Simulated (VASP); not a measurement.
# TaGe3Ru (P4/mmm) in VASP: further runs

The runs below take TaGe3Ru through single point, relaxation of cell and atoms, with PBE.

Everything below comes from runs of VASP 6.6.1. Logs are shortened: lines on timing, memory, paths and dates and some standing lists are left out, and cuts for length are marked.

### Step 1. The cell of the first run

It takes space group P4/mmm (No. 123, tetragonal). The conventional cell has a = 3.477 Å, b = 3.477 Å, c = 7.687 Å, α = 90.00°, β = 90.00°, γ = 90.00°. Within 3.2 Å of Ta (site symmetry 4/mmm) lie 4 Ge at 2.46 Å. Within 3.6 Å of Ge (site symmetry 4mm) lie 6 Ge at 2.56 to 3.48 Å and 4 Ru at 2.77 Å and 4 Ta at 3.55 Å. Ge (site symmetry 4/mmm) has 4 Ta at 2.46 Å and 2 Ge at 2.56 Å within 3.2 Å. Within 3.9 Å of Ru (site symmetry 4/mmm) lie 8 Ge at 2.77 Å and 4 Ru at 3.48 Å and 2 Ta at 3.84 Å.

The cell was generated, and may not be a known phase.

### Step 2. Single point, PBE

INCAR

```
SYSTEM = TaGe3Ru
PREC = Accurate ; ENCUT = 520
EDIFF = 1E-6 ; ISMEAR = 0
SIGMA = 0.1 ; LREAL = .FALSE.
LASPH = .TRUE. ; NELM = 100
ALGO = Normal ; ISIF = 2
LWAVE = .FALSE. ; LCHARG = .FALSE.
GGA = PE ; NBANDS = 42
```

KPOINTS

```
Automatic mesh
0
G
  4 4 4
  0 0 0
```

POSCAR

```
TaGe3Ru
1.0
    2.4585783434     -2.4585727897      0.0000000000
    2.4585783434      2.4585727897      0.0000000000
    0.0000000000      0.0000000000      7.6872156241
Ta Ge Ru
1 3 1
Direct
    0.5000000000      0.5000000000      0.5000000000
    0.0000000000      0.0000000000      0.8330858310
    0.0000000000      0.0000000000      0.1669141690
    0.0000000000      0.0000000000      0.5000000000
    0.5000000000      0.5000000000      0.0000000000
```

Potentials or basis: VASP PAW PBE potentials, release 64 (Ta_pv, Ge_d, Ru_pv).

Command:

```console
$ cat potpaw_PBE.64/Ta_pv/POTCAR potpaw_PBE.64/Ge_d/POTCAR potpaw_PBE.64/Ru_pv/POTCAR > POTCAR
$ mpirun -np 1 vasp_std > vasp.out
```

OUTCAR:

```text
SYSTEM = TaGe3Ru
   PREC = Accurate
   ENCUT = 520
   EDIFF = 1E-6
   ISMEAR = 0
   LREAL = .FALSE.
   LASPH = .TRUE.
   NELM = 100
   ISIF = 2
   GGA = PE

 ion  position               nearest neighbor table
   1  0.500  0.500  0.500-   4 2.46   4 2.46   4 2.46   4 2.46
   2  0.000  0.000  0.833-   4 2.56   3 2.57   5 2.77   5 2.77   5 2.77   5 2.77
   3  0.000  0.000  0.167-   4 2.56   2 2.57   5 2.77   5 2.77   5 2.77   5 2.77
   4  0.000  0.000  0.500-   1 2.46   1 2.46   1 2.46   1 2.46   3 2.56   2 2.56
   5  0.500  0.500  0.000-   2 2.77   3 2.77   2 2.77   3 2.77   2 2.77   3 2.77   2 2.77   3 2.77

  LATTYP: Found a simple tetragonal cell.
 ALAT       =     3.4769509103
 C/A-ratio  =     2.2109071489

  Lattice vectors:

 A1 = (   2.4585783434,  -2.4585727897,   0.0000000000)
 A2 = (   2.4585783434,   2.4585727897,   0.0000000000)
 A3 = (   0.0000000000,   0.0000000000,   7.6872156241)

Analysis of symmetry for initial positions (statically):
=====================================================================
 Subroutine PRICEL returns:
 Original cell was already a primitive cell.

 Routine SETGRP: Setting up the symmetry group for a
 simple tetragonal supercell.

 Subroutine GETGRP returns: Found 16 space group operations
 (whereof 16 operations were pure point group operations)
 out of a pool of 16 trial point group operations.

The static configuration has the point symmetry D_4h.

Analysis of symmetry for dynamics (positions and initial velocities):
=====================================================================
 Subroutine PRICEL returns:
 Original cell was already a primitive cell.

 Routine SETGRP: Setting up the symmetry group for a
 simple tetragonal supercell.

 Subroutine GETGRP returns: Found 16 space group operations
 (whereof 16 operations were pure point group operations)
 out of a pool of 16 trial point group operations.

The dynamic configuration has the point symmetry D_4h.

 Subroutine INISYM returns: Found 16 space group operations
 (whereof 16 operations are pure point group operations),
 and found     1 'primitive' translations

----------------------------------------------------------------------------------------

                                     Primitive cell

  volume of cell :      92.9322

  direct lattice vectors                    reciprocal lattice vectors
     2.458578343 -2.458572790  0.000000000     0.203369562 -0.203370021  0.000000000
     2.458578343  2.458572790  0.000000000     0.203369562  0.203370021  0.000000000
     0.000000000  0.000000000  7.687215624     0.000000000  0.000000000  0.130086113

  length of vectors
     3.476950910  3.476950910  7.687215624     0.287608317  0.287608317  0.130086113

  position of ions in fractional coordinates (direct lattice)
     0.500000000  0.500000000  0.500000000
     0.000000000  0.000000000  0.833085831
     0.000000000  0.000000000  0.166914169
     0.000000000  0.000000000  0.500000000
     0.500000000  0.500000000  0.000000000

  ion indices of the primitive-cell ions
   primitive index   ion index
                 1           1
                 2           2
                 3           3
                 4           4
                 5           5

----------------------------------------------------------------------------------------

 KPOINTS: Automatic mesh

Automatic generation of k-mesh.
 Grid dimensions read from file:
 generate k-points for:    4    4    4

 Generating k-lattice:

  Cartesian coordinates                     Fractional coordinates (reciprocal lattice)
     0.050842390 -0.050842505  0.000000000     0.250000000  0.000000000  0.000000000
     0.050842390  0.050842505  0.000000000     0.000000000  0.250000000  0.000000000
     0.000000000  0.000000000  0.032521528     0.000000000  0.000000000  0.250000000

  Length of vectors
     0.071902079  0.071902079  0.032521528

  Shift w.r.t. Gamma in fractional coordinates (k-lattice)
     0.000000000  0.000000000  0.000000000

 Subroutine IBZKPT returns following result:
 ===========================================

 Found     18 irreducible k-points:

 Following reciprocal coordinates:
            Coordinates               Weight
  0.000000  0.000000  0.000000      1.000000
  0.250000  0.000000  0.000000      4.000000
  0.500000  0.000000  0.000000      2.000000
  0.250000  0.250000  0.000000      4.000000
  0.500000  0.250000  0.000000      4.000000
  0.500000  0.500000  0.000000      1.000000
[... 10 lines left out ...]
  0.500000  0.250000  0.500000      4.000000
  0.500000  0.500000  0.500000      1.000000
   k-points           NKPTS =     18   k-points in BZ     NKDIM =     18   number of bands    NBANDS=     42
   number of dos      NEDOS =    301   number of ions     NIONS =      5
   total plane-waves  NPLWV =  47040
   dimension x,y,z NGX =    28 NGY =   28 NGZ =   60
   dimension x,y,z NGXF=    56 NGYF=   56 NGZF=  120
   ions per type =               1   3   1
   NGX,Y,Z   is equivalent  to a cutoff of  13.39, 13.39, 12.98 a.u.
   NGXF,Y,Z  is equivalent  to a cutoff of  26.78, 26.78, 25.95 a.u.
 SYSTEM =  TaGe3Ru
   PREC   = accura    normal or accurate (medium, high low for compatibility)
   ISTART =      0    job   : 0-new  1-cont  2-samecut
   ICHARG =      2    charge: 1-file 2-atom 10-const
   ISPIN  =      1    spin polarized calculation?
   LNONCOLLINEAR =      F non collinear calculations
   LSORBIT =      F    spin-orbit coupling
   LASPH  =      T    aspherical Exc in radial PAW
   ENCUT  =  520.0 eV  38.22 Ry    6.18 a.u.   6.46  6.46 14.29*2*pi/ulx,y,z
   NELM   =    100;   NELMIN=  2; NELMDL= -5     # of ELM steps
   EDIFF  = 0.1E-05   stopping-criterion for ELM
   LREAL  =      F    real-space projection
   EDIFFG = 0.1E-04   stopping-criterion for IOM
   NSW    =      0    number of steps for IOM
   IBRION =     -1    ionic relax: 0-MD 1-quasi-New 2-CG
   NFREE  =      0    steps in history (QN), initial steepest desc. (CG)
   ISIF   =      2    stress and relaxation
   ISYM   =      2    0-nonsym 1-usesym 2-fastsym
   POTIM  = 0.5000    time-step for ionic-motion
   TEBEG  =    0.0;   TEEND  =   0.0 temperature during run
   PSTRESS=    0.0 pullay stress
   NELECT =      67.0000    total number of electrons
   NUPDOWN=      -1.0000    fix difference up-down
   EMIN   =  10.00;   EMAX   =-10.00  energy-range for DOS
   EFERMI =   0.00;   METHOD = LEGACY
   ISMEAR =     0;   SIGMA  =   0.10  broadening in eV -4-tet -1-fermi 0-gaus
   EFERMI_NEDOS =   21; number of points for ismear=-14 and -15
   IALGO  =     38    algorithm
   IMIX   =      4    mixing-type and parameters
     AMIX     =   0.40;   BMIX     =  1.00
     AMIX_MAG =   1.60;   BMIX_MAG =  1.00
  volume/ion in A,a.u.               =      18.59       125.43
  Fermi-wavevector in a.u.,A,eV,Ry     =   1.467949  2.774022 29.318854  2.154875
  Thomas-Fermi vector in A             =   2.583506
   LORBIT       =      0    0 simple, 1 ext, 2 COOP (PROOUT), +10 PAW based schemes
   GGA     = PE    functional components
   LHFCALC =     F    Hartree Fock is set to
   AEXX    =    0.0000 exact exchange contribution
   IVDW    =     0    specifies the selected vdW correction
   LEPSILON=     F    determine dielectric tensor
   LRPA    =     F    only Hartree local field effects (RPA)
 non-spin polarized calculation
 Gauss-broadening in eV      SIGMA  =   0.10
  energy-cutoff  :      520.00
  volume of cell :       92.93
 maximum number of plane-waves:      2537
 NGX is ok and might be reduce to    28
   NGX = 13   NGY = 13   NGZ = 29

 number of electron      67.0000004 magnetization

 Free energy of the ion-electron system (eV)
  ---------------------------------------------------
  ext. energy  EPLUGINS =         0.00000000
  ---------------------------------------------------
  free energy    TOTEN  =       -31.56167158 eV

  energy without entropy =      -31.52000620  energy(sigma->0) =      -31.54083889

 E-fermi :   6.8510     XC(G=0): -11.6400

 val. band max:        6.8485188305   @ k =   0.5000   0.0000   0.5000
 cond. band min:       6.8540876165   @ k =   0.5000   0.0000   0.0000
 fundamental gap:      0.0055687861
 Fermi energy:         6.8510128698

 k-point     1 :       0.0000    0.0000    0.0000
  band No.  band energies     occupation
      1     -35.4369      2.00000
      2     -35.4369      2.00000
      3     -35.2161      2.00000
      4     -28.2468      2.00000
      5     -28.1745      2.00000
      6     -28.1744      2.00000
[... 34 lines left out ...]
     41      12.4328      0.00000
     42      12.4347      0.00000

 k-point     2 :       0.2500    0.0000    0.0000
  band No.  band energies     occupation
      1     -35.4559      2.00000
      2     -35.4352      2.00000
      3     -35.2142      2.00000
      4     -28.2554      2.00000
      5     -28.2415      2.00000
      6     -28.1785      2.00000
[... 34 lines left out ...]
     41      11.7568      0.00000
     42      12.8854      0.00000

 k-point     3 :       0.5000    0.0000    0.0000
  band No.  band energies     occupation
      1     -35.4749      2.00000
      2     -35.4335      2.00000
      3     -35.2124      2.00000
      4     -28.3349      2.00000
      5     -28.2362      2.00000
      6     -28.1825      2.00000
[... 34 lines left out ...]
     41      12.0853      0.00000
     42      12.1721      0.00000

 k-point     4 :       0.2500    0.2500    0.0000
  band No.  band energies     occupation
      1     -35.4543      2.00000
      2     -35.4537      2.00000
      3     -35.2125      2.00000
      4     -28.2587      2.00000
      5     -28.2368      2.00000
      6     -28.2357      2.00000
[... 574 lines left out ...]
     41      11.3990      0.00000
     42      12.2256      0.00000

 k-point    17 :       0.5000    0.2500    0.5000
  band No.  band energies     occupation
      1     -35.4727      2.00000
      2     -35.4520      2.00000
      3     -35.2108      2.00000
      4     -28.3161      2.00000
      5     -28.2402      2.00000
      6     -28.2299      2.00000
[... 34 lines left out ...]
     41      11.5419      0.00000
     42      12.1972      0.00000

 k-point    18 :       0.5000    0.5000    0.5000
  band No.  band energies     occupation
      1     -35.4705      2.00000
      2     -35.4704      2.00000
      3     -35.2092      2.00000
      4     -28.2973      2.00000
      5     -28.2972      2.00000
      6     -28.2236      2.00000
[... 34 lines left out ...]
     41      10.4836      0.00000
     42      10.4836      0.00000

------------------------ aborting loop because EDIFF is reached ----------------------------------------

  FORCE on cell =-STRESS in cart. coord.  units (eV):
  Direction    XX          YY          ZZ          XY          YZ          ZX
  --------------------------------------------------------------------------------------
  -------------------------------------------------------------------------------------
  Total        0.0490647      0.0490644      0.0947353      0.0000000      0.0000000      0.0000000
  in kB        0.8458887      0.8458849      1.6332630      0.0000000      0.0000000      0.0000000
  external PRESSURE =       1.1083456 kB  Pullay stress =       0.0000000 kB

 VOLUME and BASIS-vectors are now :
 -----------------------------------------------------------------------------
  energy-cutoff  :      520.00
  volume of cell :       92.93
      direct lattice vectors                 reciprocal lattice vectors
     2.458578343 -2.458572790  0.000000000     0.203369562 -0.203370021  0.000000000
     2.458578343  2.458572790  0.000000000     0.203369562  0.203370021  0.000000000
     0.000000000  0.000000000  7.687215624     0.000000000  0.000000000  0.130086113

 POSITION                                       TOTAL-FORCE (eV/Angst)
 -----------------------------------------------------------------------------------
      2.45858      0.00000      3.84361         0.000000     -0.000000      0.000000
      0.00000      0.00000      6.40411         0.000000     -0.000000      0.010670
      0.00000      0.00000      1.28311        -0.000000      0.000000     -0.010670
      0.00000      0.00000      3.84361        -0.000000     -0.000000      0.000000
      2.45858      0.00000      0.00000         0.000000     -0.000000      0.000000
 -----------------------------------------------------------------------------------
    total drift:                                0.000000      0.000000      0.000000

  FREE ENERGIE OF THE ION-ELECTRON SYSTEM (eV)
  ---------------------------------------------------
  free  energy   TOTEN  =       -31.5616715787 eV

  energy  without entropy=      -31.5200061953  energy(sigma->0) =      -31.54083889
```

Run time: 2.8 min. Hardware: 1 thread of Intel Xeon 8259CL, shared host; peak memory 0.24 GiB.

Results:

| Property | Result |
| --- | --- |
| Free energy | -31.5617 eV |
| Pressure | 0.1 GPa |
| Largest force | 0.011 eV/Å |
| Band gap on the k mesh | zero (an odd number of electrons rules out a gap without spin polarisation) |

Forces in eV/Å, atoms in the order of the input:
```
Ta   0.000  0.000  0.000
Ge   0.000  0.000  0.011
Ge   0.000  0.000 -0.011
Ge   0.000  0.000  0.000
Ru   0.000  0.000  0.000
```

Stress tensor (GPa, compression positive):
```
0.08 0.00 0.00
0.00 0.08 0.00
0.00 0.00 0.16
```

Caveat: the k points lie up to 0.45 Å⁻¹ apart, too coarse for converged energies and pressures of a metal; spin-orbit coupling is left out, which moves the levels of the heavy elements; an odd number of electrons without spin polarisation forces a metal; a magnetic or distorted state may lie lower.

### Step 3. Relaxation of cell and atoms, PBE

INCAR

```
SYSTEM = TaGe3Ru
PREC = Accurate ; ENCUT = 600
EDIFF = 1E-6 ; ISMEAR = 0
SIGMA = 0.1 ; LREAL = .False.
LASPH = .True. ; NELM = 100
ALGO = Normal ; ISIF = 3
LWAVE = .False. ; LCHARG = .False.
GGA = PE ; IBRION = 2
NSW = 90 ; EDIFFG = -0.04
```

KPOINTS

```
Automatic mesh
0
Gamma
  6 6 2
  0 0 0
```

POSCAR: that of step 2 with these lines changed.

```diff
@@ -2,4 +2,4 @@
 1.0
-    2.4585783434     -2.4585727897      0.0000000000
-    2.4585783434      2.4585727897      0.0000000000
+    3.4769509103      0.0000000000      0.0000000000
+    0.0000000000      3.4769509103      0.0000000000
     0.0000000000      0.0000000000      7.6872156241
```

Potentials or basis: VASP PAW PBE potentials, release 64 (Ta_pv, Ge_d, Ru_pv).

Command:

```console
$ cat potpaw_PBE.64/Ta_pv/POTCAR potpaw_PBE.64/Ge_d/POTCAR potpaw_PBE.64/Ru_pv/POTCAR > POTCAR
$ mpirun -np 1 vasp_std > vasp.out
```

Wall time 4.8 min (1 thread of Intel Xeon 8259CL, shared host); peak memory 0.28 GiB.

Results (log left out):

```yaml
Free_energy: -31.6751 eV
Relaxed_volume: 18.64 Å³/atom
Relaxed_cell: a = 3.474 Å, b = 3.474 Å, c = 7.723 Å, α = 90.00°, β = 90.00°, γ = 90.00°
Space_group_after_relaxing_to_0.1_Å: P4/mmm (No. 123)
Energy_gained_by_relaxing: 0.3 meV/atom
Ionic_steps: 2
Pressure_after_relaxing: 0.1 GPa
Largest_force_after_relaxing: 0.025 eV/Å
Band_gap_on_the_k_mesh: zero (an odd number of electrons rules out a gap without spin polarisation)
```

Forces on the atoms (eV/Å):
```
Ta   0.000  0.000  0.000
Ge   0.000  0.000  0.025
Ge   0.000  0.000 -0.025
Ge   0.000  0.000  0.000
Ru   0.000  0.000  0.000
```

Stress tensor (GPa, compression positive):
```
0.04 0.00 0.00
0.00 0.04 0.00
0.00 0.00 0.22
```

The path:
```
step  energy change (eV)  largest force (eV/Å)  pressure (GPa)  volume (Å³)
   1              0.0000                0.0272            0.18        92.93
   2             -0.0016                0.0254            0.10        93.21
```

Final structure:
```xyz
5
Lattice="3.4741 0.0000 0.0000 0.0000 3.4741 0.0000 0.0000 0.0000 7.7227" Properties=species:S:1:pos:R:3 pbc="T T T"
Ta    1.7371    1.7371    3.8614
Ge    3.4741    3.4741    6.4350
Ge    0.0000    3.4741    1.2877
Ge    0.0000    0.0000    3.8614
Ru    1.7371    1.7371    7.7227
```

Levels at points of the mesh, in eV from the Fermi level:
```tsv
k point	band 30	band 31	band 32	band 33	band 34	band 35	band 36	band 37	band 38	band 39
(0.00, 0.00, 0.00)	-1.45	-1.02	0.29	0.49	0.49	0.66	0.72	0.72	1.85	2.50
(0.50, 0.00, 0.00)	-2.56	-2.01	-1.00	-0.06	-0.02	0.52	1.15	1.28	2.22	4.10
(0.50, 0.50, 0.00)	-1.53	-1.53	-1.02	-0.99	-0.99	-0.08	0.68	0.78	2.42	2.44
(0.00, 0.00, 0.50)	-1.02	-0.94	0.16	0.17	0.17	0.66	1.27	1.27	2.11	2.11
(0.50, 0.00, 0.50)	-2.41	-1.85	-0.98	-0.07	-0.02	1.10	1.40	1.88	2.34	3.28
(0.50, 0.50, 0.50)	-2.05	-2.05	-1.13	-0.46	-0.46	-0.22	-0.08	1.58	2.16	2.49
```

Caveat: the k points lie up to 0.41 Å⁻¹ apart in the final cell, too coarse for converged energies and pressures of a metal; spin-orbit coupling is left out, which moves the levels of the heavy elements; an odd number of electrons without spin polarisation forces a metal; a magnetic or distorted state may lie lower.
